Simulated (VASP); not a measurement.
# TiC2 (Fddd) in VASP: notebook, part 2 of 2

VASP 6.6.1. Earlier steps stand in the parts before.

## (3) Single point, PBE

This run uses another cell than the first one, of 9.51 Å³/atom.

The input, INCAR:

```
  PREC = Accurate
  ENCUT = 520
  EDIFF = 1E-6
  ISMEAR = 0
  SIGMA = 0.1
  LREAL = F
  LASPH = T
  NELM = 60
  ALGO = Normal
  ISIF = 2
  LWAVE = F
  LCHARG = F
  GGA = PE
  NBANDS = 29
```

The input, KPOINTS:

```
Automatic mesh
0
Gamma
  6 6 6
```

The input, POSCAR:

```
TiC2
1.0
    0.0000000000      3.6201815343      3.7466122404
    2.1044886736      0.0000000000      3.7466122404
    2.1044886736      3.6201815343      0.0000000000
Ti C
2 4
Direct
    0.7500000000      0.7500000000      0.7500000000
    0.5000000000      0.5000000000      0.5000000000
    0.0868244587      0.4131755413      0.0868244587
    0.4131755413      0.0868244587      0.4131755413
    0.1631755413      0.8368244587      0.1631755413
    0.8368244587      0.1631755413      0.8368244587
```

Potentials or basis: VASP PAW PBE potentials, release 64 (Ti_sv, C).

Command:

```console
$ cat potpaw_PBE.64/Ti_sv/POTCAR potpaw_PBE.64/C/POTCAR > POTCAR
$ mpirun -np 1 vasp_std > vasp.out
```

OUTCAR:

```text
PREC = Accurate
   ENCUT = 520
   EDIFF = 1E-6
   ISMEAR = 0
   LREAL = F
   LASPH = T
   NELM = 60
   ISIF = 2
   GGA = PE

 ion  position               nearest neighbor table
   1  0.750  0.750  0.750-   6 2.24   5 2.24   6 2.24   5 2.24   4 2.41   4 2.41   3 2.41   3 2.41
                             3 2.44   4 2.44   2 2.81   2 2.81   2 2.81   2 2.81
   2  0.500  0.500  0.500-   3 2.24   4 2.24   3 2.24   4 2.24   5 2.41   5 2.41   6 2.41   6 2.41
                             5 2.44   6 2.44   1 2.81   1 2.81   1 2.81   1 2.81
   3  0.087  0.413  0.087-   2 2.24   2 2.24   1 2.41   1 2.41   1 2.44
   4  0.413  0.087  0.413-   2 2.24   2 2.24   1 2.41   1 2.41   1 2.44
   5  0.163  0.837  0.163-   1 2.24   1 2.24   2 2.41   2 2.41   2 2.44
   6  0.837  0.163  0.837-   1 2.24   1 2.24   2 2.41   2 2.41   2 2.44

  LATTYP: Found a face centered orthorhombic cell.
 ALAT       =     4.2089773472
 B/A-ratio  =     1.7202190631
 C/A-ratio  =     1.7802957495

  Lattice vectors:

 A1 = (   0.0000000000,   3.6201815343,   3.7466122404)
 A2 = (   2.1044886736,   0.0000000000,   3.7466122404)
 A3 = (   2.1044886736,   3.6201815343,   0.0000000000)

Analysis of symmetry for initial positions (statically):
=====================================================================
 Subroutine PRICEL returns:
 Original cell was already a primitive cell.

 Routine SETGRP: Setting up the symmetry group for a
 face centered orthorhombic supercell.

 Subroutine GETGRP returns: Found  8 space group operations
 (whereof  4 operations were pure point group operations)
 out of a pool of  8 trial point group operations.

The static configuration has the point symmetry D_2 .
 The point group associated with its full space group is D_2h.

Analysis of symmetry for dynamics (positions and initial velocities):
=====================================================================
 Subroutine PRICEL returns:
 Original cell was already a primitive cell.

 Routine SETGRP: Setting up the symmetry group for a
 face centered orthorhombic supercell.

 Subroutine GETGRP returns: Found  8 space group operations
 (whereof  4 operations were pure point group operations)
[... 136 lines left out ...]
   GGA     = PE    functional components
   LHFCALC =     F    Hartree Fock is set to
   AEXX    =    0.0000 exact exchange contribution
   IVDW    =     0    specifies the selected vdW correction
   LEPSILON=     F    determine dielectric tensor
   LRPA    =     F    only Hartree local field effects (RPA)
 non-spin polarized calculation
 Gauss-broadening in eV      SIGMA  =   0.10
  energy-cutoff  :      520.00
  volume of cell :       57.09
 maximum number of plane-waves:      1550
   NGX = 19   NGY = 15   NGZ = 15

 number of electron      40.0000004 magnetization

 Free energy of the ion-electron system (eV)
  ---------------------------------------------------
  ext. energy  EPLUGINS =         0.00000000
  ---------------------------------------------------
  free energy    TOTEN  =       -46.11890190 eV

  energy without entropy =      -46.11293817  energy(sigma->0) =      -46.11592004

 E-fermi :   8.2484     XC(G=0): -12.5844

 val. band max:        8.2433459668   @ k =  -0.3333   0.3333   0.3333
 cond. band min:       8.3684360068   @ k =  -0.1667   0.3333   0.1667
 fundamental gap:      0.1250900400
 Fermi energy:         8.2483772671

 k-point     1 :       0.0000    0.0000    0.0000
  band No.  band energies     occupation
      1     -48.1301      2.00000
      2     -48.0038      2.00000
      3     -24.5391      2.00000
      4     -24.5315      2.00000
      5     -24.3648      2.00000
      6     -24.3230      2.00000
[... 757 lines left out ...]
     28      12.9862      0.00000
     29      13.0564      0.00000

 [... further k-points ...]

------------------------ aborting loop because EDIFF is reached ----------------------------------------

  FORCE on cell =-STRESS in cart. coord.  units (eV):
  Direction    XX          YY          ZZ          XY          YZ          ZX
  --------------------------------------------------------------------------------------
  -------------------------------------------------------------------------------------
  Total       -5.2056352     -1.5848493    -13.8193595      0.0000000      0.0000000      0.0000000
  in kB     -146.0961020    -44.4787800   -387.8401926      0.0000000      0.0000000      0.0000000
  external PRESSURE =    -192.8050249 kB  Pullay stress =       0.0000000 kB

 VOLUME and BASIS-vectors are now :
 -----------------------------------------------------------------------------
  energy-cutoff  :      520.00
  volume of cell :       57.09
      direct lattice vectors                 reciprocal lattice vectors
     0.000000000  3.620181534  3.746612240    -0.237587404  0.138114621  0.133453896
     2.104488674  0.000000000  3.746612240     0.237587404 -0.138114621  0.133453896
     2.104488674  3.620181534  0.000000000     0.237587404  0.138114621 -0.133453896

 POSITION                                       TOTAL-FORCE (eV/Angst)
 -----------------------------------------------------------------------------------
      3.15673      5.43027      5.61992         0.000000     -0.000000      0.000000
      2.10449      3.62018      3.74661        -0.000000      0.000000     -0.000000
      1.05224      0.62864      1.87331         0.000000      0.356440      0.000000
      1.05224      2.99154      1.87331         0.000000     -0.356440      0.000000
      2.10449      1.18145      3.74661        -0.000000     -0.356440     -0.000000
      2.10449      6.05891      3.74661        -0.000000      0.356440     -0.000000
 -----------------------------------------------------------------------------------
    total drift:                               -0.000000     -0.000000      0.000000

  FREE ENERGIE OF THE ION-ELECTRON SYSTEM (eV)
  ---------------------------------------------------
  free  energy   TOTEN  =       -46.1189019004 eV

  energy  without entropy=      -46.1129381728  energy(sigma->0) =      -46.11592004
```

OSZICAR:

```text
N       E                     dE             d eps       ncg     rms          rms(c)
DAV:   1     0.440616959079E+03    0.44062E+03   -0.19847E+04  2668   0.162E+03
DAV:   2     0.543531554438E+01   -0.43518E+03   -0.41991E+03  2748   0.474E+02
DAV:   3    -0.497162198955E+02   -0.55152E+02   -0.53743E+02  4475   0.141E+02
DAV:   4    -0.530356231339E+02   -0.33194E+01   -0.33073E+01  3600   0.331E+01
DAV:   5    -0.532036227163E+02   -0.16800E+00   -0.16789E+00  4043   0.640E+00    0.217E+01
DAV:   6    -0.474667359750E+02    0.57369E+01   -0.65828E+01  4065   0.558E+01    0.957E+00
DAV:   7    -0.461862938936E+02    0.12804E+01   -0.17379E+01  3964   0.284E+01    0.611E+00
DAV:   8    -0.461418162348E+02    0.44478E-01   -0.17539E+00  3796   0.986E+00    0.155E+00
DAV:   9    -0.461166582799E+02    0.25158E-01   -0.28164E-01  3890   0.391E+00    0.581E-01
DAV:  10    -0.461198746292E+02   -0.32163E-02   -0.24579E-02  3668   0.139E+00    0.305E-01
DAV:  11    -0.461189214505E+02    0.95318E-03   -0.77741E-03  3600   0.769E-01    0.728E-02
DAV:  12    -0.461189003128E+02    0.21138E-04   -0.51669E-04  3929   0.154E-01    0.139E-02
DAV:  13    -0.461189017525E+02   -0.14397E-05   -0.22022E-05  3629   0.283E-02    0.529E-03
DAV:  14    -0.461189019004E+02   -0.14788E-06   -0.18547E-06  2471   0.116E-02
   1 F= -.46118902E+02 E0= -.46115920E+02  d E =-.596373E-02
```

stdout:

```text
POSCAR found type information on POSCAR TiC
 POSCAR found :  2 types and       6 ions
 scaLAPACK will be used
 LDA part: xc-table for (Slater+PW92), standard interpolation
 POSCAR, INCAR and KPOINTS ok, starting setup
 FFT: planning ... GRIDC
 FFT: planning ... GRID_SOFT
 FFT: planning ... GRID
 WAVECAR not read
 entering main loop
```

It took 36 s on 1 thread of Intel Xeon 6975P-C (Granite Rapids), shared host; peak memory 0.22 GiB.

What came out:

```
Free energy            : -46.1189 eV
Pressure               : -19.3 GPa
Largest force          : 0.356 eV/Å
Band gap on the k mesh : zero (bands 20 and 21 overlap by 1.87 eV)
```

Forces on the atoms (eV/Å):
```
Ti   0.000  0.000  0.000
Ti   0.000  0.000  0.000
C    0.000  0.356  0.000
C    0.000 -0.356  0.000
C    0.000 -0.356  0.000
C    0.000  0.356  0.000
```

Caveat: the cell stands under tension.

## (4) Relaxation of cell and atoms, PBE

This run uses another cell than the first one, of 9.51 Å³/atom.

The input, INCAR:

```
  ALGO = Normal
  EDIFF = 1E-6
  EDIFFG = -0.05
  ENCUT = 600
  GGA = PE
  IBRION = 2
  ISIF = 3
  ISMEAR = 0
  LASPH = T
  LCHARG = F
  LREAL = F
  LWAVE = F
  NELM = 60
  NSW = 80
  PREC = Accurate
  SIGMA = 0.1
```

The input, KPOINTS:

```
k-points
0
Gamma
  6 6 6
```

POSCAR is that of step 3.

Potentials or basis: VASP PAW PBE potentials, release 64 (Ti_sv, C).

Command:

```console
$ cat potpaw_PBE.64/Ti_sv/POTCAR potpaw_PBE.64/C/POTCAR > POTCAR
$ mpirun -np 1 vasp_std > vasp.out
```

OUTCAR:

```text
EDIFF = 1E-6
   EDIFFG = -0.05
   ENCUT = 600
   GGA = PE
   IBRION = 2
   ISIF = 3
   ISMEAR = 0
   LASPH = T
   LREAL = F
   NELM = 60
   NSW = 80
   PREC = Accurate

 ion  position               nearest neighbor table
   1  0.750  0.750  0.750-   6 2.24   5 2.24   6 2.24   5 2.24   4 2.41   4 2.41   3 2.41   3 2.41
                             3 2.44   4 2.44   2 2.81   2 2.81   2 2.81   2 2.81
   2  0.500  0.500  0.500-   3 2.24   4 2.24   3 2.24   4 2.24   5 2.41   5 2.41   6 2.41   6 2.41
                             5 2.44   6 2.44   1 2.81   1 2.81   1 2.81   1 2.81
   3  0.087  0.413  0.087-   2 2.24   2 2.24   1 2.41   1 2.41   1 2.44
   4  0.413  0.087  0.413-   2 2.24   2 2.24   1 2.41   1 2.41   1 2.44
   5  0.163  0.837  0.163-   1 2.24   1 2.24   2 2.41   2 2.41   2 2.44
   6  0.837  0.163  0.837-   1 2.24   1 2.24   2 2.41   2 2.41   2 2.44

  LATTYP: Found a face centered orthorhombic cell.
 ALAT       =     4.2089773472
 B/A-ratio  =     1.7202190631
 C/A-ratio  =     1.7802957495

  Lattice vectors:
[... 967 lines left out ...]

--------------------------------------- Ionic step       24  -------------------------------------------

 number of electron      39.9999999 magnetization

------------------------ aborting loop because EDIFF is reached ----------------------------------------
[... 75 lines left out ...]
--------------------------------------- Ionic step       26  -------------------------------------------

 number of electron      39.9999998 magnetization

 Free energy of the ion-electron system (eV)
  ---------------------------------------------------
  ext. energy  EPLUGINS =         0.00000000
  ---------------------------------------------------
  free energy    TOTEN  =       -49.95832946 eV

  energy without entropy =      -49.94714400  energy(sigma->0) =      -49.95273673

 E-fermi :   9.5668     XC(G=0): -12.6832

 val. band max:        9.5377370824   @ k =   0.1667   0.1667   0.0000
 cond. band min:       9.5879052847   @ k =   0.3333   0.5000   0.1667
 fundamental gap:      0.0501682022
 Fermi energy:         9.5668168053

 k-point     1 :       0.0000    0.0000    0.0000
  band No.  band energies     occupation
      1     -47.2791      2.00000
      2     -47.1504      2.00000
      3     -23.7985      2.00000
      4     -23.6501      2.00000
      5     -23.5317      2.00000
      6     -23.5023      2.00000
[... 672 lines left out ...]
  FREE ENERGIE OF THE ION-ELECTRON SYSTEM (eV)
  ---------------------------------------------------
  free  energy   TOTEN  =       -49.9583294626 eV

  energy  without entropy=      -49.9471440015  energy(sigma->0) =      -49.95273673

 reached required accuracy - stopping structural energy minimisation
```

CONTCAR:

```text
TiC2
   1.00000000000000
     0.0000000000000000    4.1776710383796889    3.1486394574858991
     2.0389403564591735    0.0000000000000000    3.1486394574858991
     2.0389403564591735    4.1776710383796889    0.0000000000000000
  Ti              C
     2     4
Direct
     0.7500000000000000    0.7500000000000000    0.7500000000000000
     0.5000000000000000    0.5000000000000000    0.5000000000000000
     0.1591955303101992    0.3408044696898008    0.1591955303101992
     0.3408044696898008    0.1591955303101992    0.3408044696898008
     0.0908044696898008    0.9091955303101991    0.0908044696898008
     0.9091955303101991    0.0908044696898008    0.9091955303101991

  0.00000000E+00  0.00000000E+00  0.00000000E+00
  0.00000000E+00  0.00000000E+00  0.00000000E+00
  0.00000000E+00  0.00000000E+00  0.00000000E+00
  0.00000000E+00  0.00000000E+00  0.00000000E+00
  0.00000000E+00  0.00000000E+00  0.00000000E+00
  0.00000000E+00  0.00000000E+00  0.00000000E+00
```

It took 12 min on 1 thread of Intel Xeon 6975P-C (Granite Rapids), shared host; peak memory 0.27 GiB.

What came out:

```yaml
Free_energy: -49.9583 eV
Relaxed_volume: 8.94 Å³/atom
Relaxed_cell: a = 5.231 Å, b = 3.751 Å, c = 4.649 Å, α = 76.21°, β = 44.14°, γ = 59.66°
Space_group_after_relaxing_to_0.1_Å: Fddd (No. 70)
Energy_gained_by_relaxing: 639.8 meV/atom
Ionic_steps: 26
Pressure_after_relaxing: -0.5 GPa
Largest_force_after_relaxing: 0.007 eV/Å
Band_gap_on_the_k_mesh: zero (bands 20 and 21 overlap by 1.53 eV)
```

Forces in eV/Å, atoms in the order of the input:
```
Ti   0.000  0.000  0.000
Ti   0.000  0.000  0.000
C    0.000 -0.007  0.000
C    0.000  0.007  0.000
C    0.000  0.007  0.000
C    0.000 -0.007  0.000
```

The path:
```tsv
step	energy change (eV)	largest force (eV/Å)	pressure (GPa)	volume (Å³)
1	0.0000	0.3565	-19.36	57.09
2	-0.2156	0.8529	27.06	47.97
3	-0.5863	0.5792	2.16	51.67
4	-0.5865	0.5851	2.66	51.56
5	-0.6586	0.5663	0.40	52.09
6	-0.7456	0.8750	-4.40	53.40
7	-0.7823	0.9524	-4.66	53.42
8	-0.9146	1.2079	-5.26	53.47
9	-1.3197	2.0007	-6.46	53.57
10	-2.6588	2.6562	-8.12	53.75
11	-2.0334	8.9095	24.63	54.04
12	-3.3385	1.9544	-6.97	53.83
13	-3.6474	1.1396	1.56	53.94
14	-3.6855	0.2234	-2.45	53.91
15	-3.6918	0.0839	-1.56	53.92
16	-3.6949	1.4514	6.05	53.54
17	-3.7297	0.7609	2.15	53.73
18	-3.7996	0.0580	0.35	54.06
19	-3.8001	0.1005	0.45	54.04
20	-3.8126	0.1156	-1.26	54.16
21	-3.8143	0.2257	-2.12	54.22
22	-3.8237	0.1489	-0.73	53.85
23	-3.8279	0.0573	0.97	53.40
24	-3.8336	0.0522	0.75	53.44
25	-3.8375	0.0394	0.28	53.52
26	-3.8387	0.0066	-0.50	53.64
```

Final structure:
```
Ti C
1.0
     0.00000    4.17767    3.14864
     2.03894    0.00000    3.14864
     2.03894    4.17767    0.00000
Ti C
2 4
Direct
  0.75000 0.75000 0.75000
  0.50000 0.50000 0.50000
  0.15920 0.34080 0.15920
  0.34080 0.15920 0.34080
  0.09080 0.90920 0.09080
  0.90920 0.09080 0.90920
```

Levels at points of the mesh, in eV from the Fermi level:
```tsv
k point	band 17	band 18	band 19	band 20	band 21	band 22	band 23	band 24
(0.00, 0.00, 0.00)	-4.23	-3.77	-2.28	-0.52	-0.08	1.99	1.99	3.13
(0.50, 0.00, 0.00)	-2.55	-2.13	-1.35	-0.19	0.54	0.91	1.83	2.51
(0.50, 0.50, 0.00)	-2.93	-2.93	0.22	0.22	1.76	1.76	3.19	3.19
(0.50, 0.00, 0.50)	-3.48	-3.48	-1.65	-1.65	-0.18	-0.18	3.04	3.04
(0.00, 0.50, 0.50)	-2.94	-2.94	0.60	0.60	1.45	1.45	2.80	2.80
```

## (5) Single point, PBE

This run uses another cell than the first one, of 8.82 Å³/atom.

The input, INCAR:

```
ALGO = Normal
EDIFF = 1E-6
ENCUT = 520
GGA = PE
ISIF = 2
ISMEAR = 0
LASPH = True
LCHARG = False
LREAL = False
LWAVE = False
NBANDS = 29
NELM = 80
PREC = Accurate
SIGMA = 0.1
```

The input, KPOINTS:

```
k-points
0
Gamma
  12 12 12
```

The input, POSCAR:

```
TiC2
1.0
    0.0000000000      4.2576151545      3.0389356055
    2.0459510884      0.0000000000      3.0389356055
    2.0459510884      4.2576151545      0.0000000000
Ti C
2 4
Direct
    0.7500000000      0.7500000000      0.7500000000
    0.5000000000      0.5000000000      0.5000000000
    0.1612302432      0.3387697568      0.1612302432
    0.3387697568      0.1612302432      0.3387697568
    0.0887697568      0.9112302432      0.0887697568
    0.9112302432      0.0887697568      0.9112302432
```

Command:

```console
$ cat potpaw_PBE.64/Ti_sv/POTCAR potpaw_PBE.64/C/POTCAR > POTCAR
$ mpirun -np 1 vasp_std > vasp.out
```

It took 3.7 min on 1 thread of Intel Xeon 6975P-C (Granite Rapids), shared host; peak memory 0.45 GiB.

It converged, with:

```yaml
Free_energy: -49.9746 eV
Pressure: 0.3 GPa
Largest_force: 0.041 eV/Å
Band_gap_on_the_k_mesh: zero (bands 20 and 21 overlap by 1.89 eV)
```

Forces in eV/Å, atoms in the order of the input:
```
Ti   0.000  0.000  0.000
Ti   0.000  0.000  0.000
C    0.000 -0.041  0.000
C    0.000  0.041  0.000
C    0.000  0.041  0.000
C    0.000 -0.041  0.000
```

Stress tensor (GPa, compression positive):
```
0.56 0.00 0.00
0.00 0.43 0.00
0.00 0.00 0.05
```

Levels at points of the mesh, in eV from the Fermi level:
| k point | band 18 | band 19 | band 20 | band 21 | band 22 | band 23 |
| --- | --- | --- | --- | --- | --- | --- |
| (0.00, 0.00, 0.00) | -4.09 | -2.26 | -0.44 | -0.43 | 1.58 | 1.67 |
| (0.50, 0.00, 0.00) | -2.39 | -1.59 | -0.33 | 0.64 | 0.66 | 1.77 |
| (0.50, 0.50, 0.00) | -3.32 | 0.25 | 0.25 | 1.68 | 1.68 | 3.21 |
| (0.50, 0.00, 0.50) | -3.77 | -1.69 | -1.69 | -0.44 | -0.44 | 2.76 |
| (0.00, 0.50, 0.50) | -3.34 | 0.68 | 0.68 | 1.41 | 1.41 | 2.68 |

## (6) Summary

| task | cell | k mesh | cutoff (eV) | gap on the mesh (eV) | pressure (GPa) | largest force (eV/Å) |
| --- | --- | --- | --- | --- | --- | --- |
| single point | a = 5.227, b = 3.736, c = 4.656 Å, angles 76.2, 44.0, 59.9°, 6 atoms, atomic positions A | 6 × 6 × 6 | 520 | none | 0.4 | 0.05 |
| single point | a = 5.210, b = 4.297, c = 4.187 Å, angles 75.8, 53.1, 51.2°, 6 atoms, atomic positions B | 6 × 6 × 6 | 520 | none | -19.3 | 0.36 |
| relaxation of cell and atoms | relaxed from a = 5.210, b = 4.297, c = 4.187 Å, angles 75.8, 53.1, 51.2°, 6 atoms, atomic positions B | 6 × 6 × 6 | 600 | none | -0.5 | 0.01 |
| single point | a = 5.231, b = 3.663, c = 4.724 Å, angles 76.0, 42.8, 61.2°, 6 atoms, atomic positions C | 12 × 12 × 12 | 520 | none | 0.3 | 0.04 |

Alike in all rows: level PBE; potentials or basis VASP PAW PBE potentials, release 64 (Ti_sv, C); no spin polarisation; smearing gaussian 0.1 eV.

Caveats: the cell stands under tension (at least some runs).

Absolute energies hang on the potentials; compare differences alone.
